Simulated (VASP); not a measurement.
# SiO2 in VASP: settings compared

SiO2 is run at these levels: PBE, r2SCAN; tasks: single point.

Everything below comes from runs of VASP 6.6.1. Logs are shortened: lines on timing, memory, paths and dates and some standing lists are left out, and cuts for length are marked.

**1. The cell of the first run**

The structure is tetragonal, space group I4/mmm (No. 139). The conventional cell has a = 3.202 Å, b = 3.202 Å, c = 4.755 Å, α = 90.00°, β = 90.00°, γ = 90.00°. Within 2.6 Å of Si (site symmetry 4/mmm) lie 8 O at 1.99 Å. Within 2.6 Å of O (site symmetry -4m2) lie 4 Si at 1.99 Å and 6 O at 2.26 to 2.38 Å.

**2. Single point, PBE (uniaxial z strain +5.0%)**

Contents of INCAR:

```
SYSTEM = SiO2
  PREC = Accurate
  ENCUT = 520
  EDIFF = 1E-6
  ISMEAR = -1
  SIGMA = 0.02
  LREAL = .False.
  LASPH = .True.
  NELM = 60
  ALGO = Normal
  ISIF = 2
  LWAVE = .False.
  LCHARG = .False.
  GGA = PE
  NBANDS = 15
```

Contents of KPOINTS:

```
regular mesh
0
Gamma
  10 10 10
  0 0 0
```

Contents of POSCAR:

```
SiO2
1.0
    0.0000000000      2.2641691173      2.3773775731
    2.2641691173      0.0000000000      2.3773775731
    2.2641691173      2.2641691173      0.0000000000
Si O
1 2
Direct
    0.0000000000      0.0000000000      0.0000000000
    0.2500000000      0.2500000000      0.2500000000
    0.7500000000      0.7500000000      0.7500000000
```

Potentials or basis: VASP PAW PBE potentials, release 64 (Si, O).

The run is started by

```bash
$ cat potpaw_PBE.64/Si/POTCAR potpaw_PBE.64/O/POTCAR > POTCAR
$ mpirun -np 1 vasp_std > vasp.out
```

OUTCAR:

```text
SYSTEM = SiO2
   PREC = Accurate
   ENCUT = 520
   EDIFF = 1E-6
   ISMEAR = -1
   LREAL = .False.
   LASPH = .True.
   NELM = 60
   ISIF = 2
   GGA = PE

 ion  position               nearest neighbor table
   1  0.000  0.000  0.000-   3 1.99   3 1.99   2 1.99   2 1.99   3 1.99   2 1.99   3 1.99   2 1.99

   2  0.250  0.250  0.250-   1 1.99   1 1.99   1 1.99   1 1.99
   3  0.750  0.750  0.750-   1 1.99   1 1.99   1 1.99   1 1.99

  LATTYP: Found a body centered tetragonal cell.
 ALAT       =     3.2020186732
 C/A-ratio  =     1.4849242405

  Lattice vectors:

 A1 = (  -2.2641691173,   0.0000000000,   2.3773775731)
 A2 = (   2.2641691173,   0.0000000000,   2.3773775731)
 A3 = (   0.0000000000,   2.2641691173,  -2.3773775731)

Analysis of symmetry for initial positions (statically):
=====================================================================
 Subroutine PRICEL returns:
 Original cell was already a primitive cell.

 Routine SETGRP: Setting up the symmetry group for a
 body centered tetragonal supercell.

 Subroutine GETGRP returns: Found 16 space group operations
 (whereof 16 operations were pure point group operations)
 out of a pool of 16 trial point group operations.

The static configuration has the point symmetry D_4h.

Analysis of symmetry for dynamics (positions and initial velocities):
=====================================================================
 Subroutine PRICEL returns:
 Original cell was already a primitive cell.

 Routine SETGRP: Setting up the symmetry group for a
 body centered tetragonal supercell.

 Subroutine GETGRP returns: Found 16 space group operations
 (whereof 16 operations were pure point group operations)
 out of a pool of 16 trial point group operations.

The dynamic configuration has the point symmetry D_4h.

 Subroutine INISYM returns: Found 16 space group operations
 (whereof 16 operations are pure point group operations),
 and found     1 'primitive' translations

----------------------------------------------------------------------------------------

                                     Primitive cell

  volume of cell :      24.3751

  direct lattice vectors                    reciprocal lattice vectors
     0.000000000  2.264169117  2.377377573    -0.220831561  0.220831561  0.210315772
     2.264169117  0.000000000  2.377377573     0.220831561 -0.220831561  0.210315772
     2.264169117  2.264169117  0.000000000     0.220831561  0.220831561 -0.210315772

  length of vectors
     3.283045220  3.283045220  3.202018673     0.376518101  0.376518101  0.376518101

  position of ions in fractional coordinates (direct lattice)
     0.000000000  0.000000000  0.000000000
     0.250000000  0.250000000  0.250000000
     0.750000000  0.750000000  0.750000000

  ion indices of the primitive-cell ions
   primitive index   ion index
                 1           1
                 2           2
                 3           3

----------------------------------------------------------------------------------------

 KPOINTS: regular mesh

Automatic generation of k-mesh.
 Grid dimensions read from file:
 generate k-points for:   10   10   10

 Generating k-lattice:

  Cartesian coordinates                     Fractional coordinates (reciprocal lattice)
    -0.022083156  0.022083156  0.021031577     0.100000000  0.000000000  0.000000000
     0.022083156 -0.022083156  0.021031577     0.000000000  0.100000000  0.000000000
     0.022083156  0.022083156 -0.021031577    -0.000000000 -0.000000000  0.100000000

  Length of vectors
     0.037651810  0.037651810  0.037651810

  Shift w.r.t. Gamma in fractional coordinates (k-lattice)
     0.000000000  0.000000000  0.000000000

 Subroutine IBZKPT returns following result:
 ===========================================

 Found    102 irreducible k-points:

 Following reciprocal coordinates:
            Coordinates               Weight
  0.000000  0.000000  0.000000      1.000000
  0.100000  0.000000  0.000000      8.000000
  0.200000  0.000000  0.000000      8.000000
  0.300000  0.000000  0.000000      8.000000
  0.400000  0.000000  0.000000      8.000000
  0.500000  0.000000  0.000000      4.000000
[... 16 lines left out ...]
  0.300000  0.300000  0.000000      2.000000
  0.400000  0.300000  0.000000      8.000000
 [... further k-points ...]
   k-points           NKPTS =    102   k-points in BZ     NKDIM =    102   number of bands    NBANDS=     15
   number of dos      NEDOS =    301   number of ions     NIONS =      3
   total plane-waves  NPLWV =  13824
   dimension x,y,z NGX =    24 NGY =   24 NGZ =   24
   dimension x,y,z NGXF=    48 NGYF=   48 NGZF=   48
   ions per type =               1   2
   NGX,Y,Z   is equivalent  to a cutoff of  12.15, 12.15, 12.46 a.u.
   NGXF,Y,Z  is equivalent  to a cutoff of  24.31, 24.31, 24.92 a.u.
 SYSTEM =  SiO2
   PREC   = accura    normal or accurate (medium, high low for compatibility)
   ISTART =      0    job   : 0-new  1-cont  2-samecut
   ICHARG =      2    charge: 1-file 2-atom 10-const
   ISPIN  =      1    spin polarized calculation?
   LNONCOLLINEAR =      F non collinear calculations
   LSORBIT =      F    spin-orbit coupling
   LASPH  =      T    aspherical Exc in radial PAW
   ENCUT  =  520.0 eV  38.22 Ry    6.18 a.u.   6.10  6.10  5.95*2*pi/ulx,y,z
   NELM   =     60;   NELMIN=  2; NELMDL= -5     # of ELM steps
   EDIFF  = 0.1E-05   stopping-criterion for ELM
   LREAL  =      F    real-space projection
   EDIFFG = 0.1E-04   stopping-criterion for IOM
   NSW    =      0    number of steps for IOM
   IBRION =     -1    ionic relax: 0-MD 1-quasi-New 2-CG
   NFREE  =      0    steps in history (QN), initial steepest desc. (CG)
   ISIF   =      2    stress and relaxation
   ISYM   =      2    0-nonsym 1-usesym 2-fastsym
   POTIM  = 0.5000    time-step for ionic-motion
   TEBEG  =    0.0;   TEEND  =   0.0 temperature during run
   PSTRESS=    0.0 pullay stress
   NELECT =      16.0000    total number of electrons
   NUPDOWN=      -1.0000    fix difference up-down
   EMIN   =  10.00;   EMAX   =-10.00  energy-range for DOS
   EFERMI =   0.00;   METHOD = LEGACY
   ISMEAR =    -1;   SIGMA  =   0.02  broadening in eV -4-tet -1-fermi 0-gaus
   EFERMI_NEDOS =   21; number of points for ismear=-14 and -15
   IALGO  =     38    algorithm
   IMIX   =      4    mixing-type and parameters
     AMIX     =   0.40;   BMIX     =  1.00
     AMIX_MAG =   1.60;   BMIX_MAG =  1.00
  volume/ion in A,a.u.               =       8.13        54.83
  Fermi-wavevector in a.u.,A,eV,Ry     =   1.422764  2.688634 27.541694  2.024257
  Thomas-Fermi vector in A             =   2.543433
   LORBIT       =      0    0 simple, 1 ext, 2 COOP (PROOUT), +10 PAW based schemes
   GGA     = PE    functional components
   LHFCALC =     F    Hartree Fock is set to
   AEXX    =    0.0000 exact exchange contribution
   IVDW    =     0    specifies the selected vdW correction
   LEPSILON=     F    determine dielectric tensor
   LRPA    =     F    only Hartree local field effects (RPA)
 non-spin polarized calculation
  energy-cutoff  :      520.00
  volume of cell :       24.38
 maximum number of plane-waves:       672
   NGX = 13   NGY = 13   NGZ = 11

 number of electron      16.0000007 magnetization

 Free energy of the ion-electron system (eV)
  ---------------------------------------------------
  ext. energy  EPLUGINS =         0.00000000
  ---------------------------------------------------
  free energy    TOTEN  =       -19.80935954 eV

  energy without entropy =      -19.80935954  energy(sigma->0) =      -19.80935954

 E-fermi :   9.6272     XC(G=0): -12.1703

 val. band max:        9.1424199872   @ k =   0.5000   0.0000   0.5000
 cond. band min:      10.3619285093   @ k =   0.0000   0.0000   0.0000
 fundamental gap:      1.2195085221
 Fermi energy:         9.6271827376

 k-point     1 :       0.0000    0.0000    0.0000
  band No.  band energies     occupation
      1     -13.4857      2.00000
      2      -7.0960      2.00000
      3       3.3528      2.00000
      4       3.3528      2.00000
      5       3.6082      2.00000
      6       6.0095      2.00000
      7       7.1250      2.00000
      8       7.1250      2.00000
      9      10.3619      0.00000
     10      14.6179      0.00000
     11      14.6179      0.00000
     12      14.9974      0.00000
     13      20.7152      0.00000
     14      21.9378      0.00000
     15      23.5001      0.00000

 k-point     2 :       0.1000    0.0000    0.0000
  band No.  band energies     occupation
      1     -13.3493      2.00000
      2      -7.2656      2.00000
      3       3.2686      2.00000
      4       3.3752      2.00000
      5       3.5506      2.00000
      6       5.6938      2.00000
      7       6.6980      2.00000
      8       6.9430      2.00000
      9      11.1175      0.00000
     10      14.7309      0.00000
     11      14.8599      0.00000
     12      15.2256      0.00000
     13      21.0106      0.00000
     14      22.1598      0.00000
     15      24.0074      0.00000

 k-point     3 :       0.2000    0.0000    0.0000
  band No.  band energies     occupation
      1     -12.9471      2.00000
      2      -7.7578      2.00000
      3       2.9288      2.00000
      4       3.4572      2.00000
      5       3.4968      2.00000
      6       4.9872      2.00000
      7       6.0616      2.00000
      8       6.4584      2.00000
      9      12.4506      0.00000
     10      15.2160      0.00000
     11      15.5662      0.00000
     12      15.9643      0.00000
     13      21.7159      0.00000
     14      22.6505      0.00000
     15      25.0331      0.00000
[... 343 lines left out ...]
 k-point    23 :       0.3000    0.3000    0.0000
  band No.  band energies     occupation
      1     -12.1714      2.00000
      2      -8.1294      2.00000
      3       0.0660      2.00000
      4       1.9101      2.00000
      5       1.9101      2.00000
      6       6.6548      2.00000
      7       7.8400      2.00000
      8       7.8400      2.00000
      9      12.0924      0.00000
     10      15.1752      0.00000
     11      18.4003      0.00000
     12      18.4003      0.00000
     13      21.0741      0.00000
     14      24.1217      0.00000
     15      27.6953      0.00000

 k-point    24 :       0.4000    0.3000    0.0000
  band No.  band energies     occupation
      1     -11.7231      2.00000
      2      -8.4589      2.00000
      3      -0.8233      2.00000
      4       1.7170      2.00000
      5       1.7706      2.00000
      6       7.2492      2.00000
      7       7.7034      2.00000
      8       7.8006      2.00000
      9      12.1770      0.00000
     10      16.0700      0.00000
     11      19.2193      0.00000
     12      19.3084      0.00000
     13      20.6198      0.00000
     14      24.6320      0.00000
     15      26.8383      0.00000

 [... further k-points ...]
[... 5 lines left out ...]
  --------------------------------------------------------------------------------------
  -------------------------------------------------------------------------------------
  Total        2.0159177      2.0159177     -5.1994397      0.0000000      0.0000000      0.0000000
  in kB      132.5065966    132.5065966   -341.7600115      0.0000000      0.0000000      0.0000000
  external PRESSURE =     -25.5822728 kB  Pullay stress =       0.0000000 kB

 VOLUME and BASIS-vectors are now :
 -----------------------------------------------------------------------------
  energy-cutoff  :      520.00
  volume of cell :       24.38
      direct lattice vectors                 reciprocal lattice vectors
     0.000000000  2.264169117  2.377377573    -0.220831561  0.220831561  0.210315772
     2.264169117  0.000000000  2.377377573     0.220831561 -0.220831561  0.210315772
     2.264169117  2.264169117  0.000000000     0.220831561  0.220831561 -0.210315772

 POSITION                                       TOTAL-FORCE (eV/Angst)
 -----------------------------------------------------------------------------------
      0.00000      0.00000      0.00000         0.000000      0.000000     -0.000000
      1.13208      1.13208      1.18869        -0.000000     -0.000000     -0.000000
      3.39625      3.39625      3.56607         0.000000      0.000000      0.000000
 -----------------------------------------------------------------------------------
    total drift:                                0.000000      0.000000      0.000000

  FREE ENERGIE OF THE ION-ELECTRON SYSTEM (eV)
  ---------------------------------------------------
  free  energy   TOTEN  =       -19.8093595448 eV

  energy  without entropy=      -19.8093595448  energy(sigma->0) =      -19.80935954
```

It took 45 s on 1 thread of Intel Xeon 8259CL, shared host; peak memory 0.15 GiB.

Results:

```yaml
Free_energy: -19.8094 eV
Pressure: -2.6 GPa
Band_gap_on_the_k_mesh: 1.22 eV (least direct gap 1.47 eV)
```

Levels at points of the mesh, in eV from the valence-band top:
```tsv
k point	band 4	band 5	band 6	band 7	band 8	band 9	band 10	band 11	band 12	band 13
(0.00, 0.00, 0.00)	-5.79	-5.53	-3.13	-2.02	-2.02	1.22	5.48	5.48	5.86	11.57
(0.50, 0.00, 0.00)	-5.55	-5.02	-5.01	-4.54	-4.32	5.27	8.94	9.28	9.86	13.35
(0.50, 0.50, 0.00)	-7.80	-7.80	-0.97	-0.97	-0.64	2.31	7.91	10.41	11.66	11.66
(0.50, 0.00, 0.50)	-8.19	-8.01	-1.71	-0.76	0.00	1.47	7.16	10.64	11.96	11.98
```

Caveat: the cell differs from its parent crystal (uniaxial z strain +5.0%). A k mesh can miss the band edges.

**3. Single point, PBE (epitaxial 111 strain +1.5%)**

Contents of INCAR:

```
  ALGO = Normal
  EDIFF = 1E-7
  ENCUT = 520
  GGA = PE
  ISIF = 2
  ISMEAR = -1
  LASPH = True
  LCHARG = True
  LELF = True
  LREAL = False
  LVHAR = True
  LWAVE = False
  NBANDS = 15
  NELM = 60
  PREC = Accurate
  SIGMA = 0.02
```

Contents of KPOINTS:

```
k-points
0
Gamma
  10 10 10
```

Contents of POSCAR:

```
SiO2
1.0
   -0.0938886735      2.2042429805      2.2042429805
    2.2042429805     -0.0938886735      2.2042429805
    2.2042429805      2.2042429805     -0.0938886735
Si O
1 2
Direct
    0.0000000000      0.0000000000      0.0000000000
    0.2492576383      0.2492576383      0.2492576383
    0.7507423617      0.7507423617      0.7507423617
```

Potentials or basis: VASP PAW PBE potentials, release 64 (Si, O).

The run is started by

```bash
$ cat potpaw_PBE.64/Si/POTCAR potpaw_PBE.64/O/POTCAR > POTCAR
$ mpirun -np 1 vasp_std > vasp.out
```

Wall time 52 s (1 thread of Intel Xeon 8259CL, shared host); peak memory 0.16 GiB.

Results (log left out):

```yaml
Free_energy: -19.8946 eV
Pressure: 17.1 GPa
Largest_force: 0.070 eV/Å
Band_gap_on_the_k_mesh: 2.21 eV
```

Forces in eV/Å, atoms in the order of the input:
```
Si   0.000  0.000  0.000
O    0.040  0.040  0.040
O   -0.040 -0.040 -0.040
```

Stress tensor (GPa, compression positive):
```
17.11 -2.83 -2.83
-2.83 17.11 -2.83
-2.83 -2.83 17.11
```

Levels at points of the mesh, in eV from the valence-band top:
```
           k point  band 4  band 5  band 6  band 7  band 8  band 9  band 10  band 11  band 12  band 13
(0.00, 0.00, 0.00)   -6.03   -5.73   -2.76   -1.99   -1.99    2.58     5.48     5.48     7.33    12.54
(0.50, 0.00, 0.00)   -5.63   -5.01   -4.92   -4.68   -4.48    6.21     9.45     9.87    11.20    13.41
(0.50, 0.50, 0.00)   -8.50   -8.10   -1.25   -0.77    0.00    2.21     8.41    11.47    12.79    13.56
(0.50, 0.50, 0.50)   -5.61   -5.61   -5.29   -4.57   -4.57    6.65    10.42    10.42    10.52    14.11
```

Caveat: the cell differs from its parent crystal (epitaxial 111 strain +1.5%); the cell stands under pressure.

[end of part 1 of 2]
